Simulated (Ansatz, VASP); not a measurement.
# I: VASP beside Ansatz

```
I
1.0
    -2.08296    2.08296    2.08296
     2.08296   -2.08296    2.08296
     2.08296    2.08296   -2.08296
I
1
Direct
  0.00000 0.00000 0.00000
```

Alike in both runs: functional PBE; k mesh 13 × 13 × 13; occupations fermi-dirac, width 0.1 eV; no spin polarisation.

Ansatz relaxed the structure, and its values are those at the end. VASP's run is a single point on that final structure, the one shown.

```csv
,VASP,Ansatz
version,VASP 6.6.1,Ansatz 0.2.0
potentials or method,"VASP PAW PBE potentials, release 64 (I)","PAW with Ansatz's default frozen-core files, scalar-relativistic"
plane-wave cutoff (eV),520,420
valence electrons in the cell,7,17
```

|  | VASP | Ansatz | Ansatz less VASP |
| --- | --- | --- | --- |
| pressure (GPa) | 0.0 | 0.0 | +0.02 |

VASP's potentials hold 7 valence electrons a cell and Ansatz's 17, so a difference there can come from the potentials and not from the codes.

Neither program's run includes spin-orbit coupling.
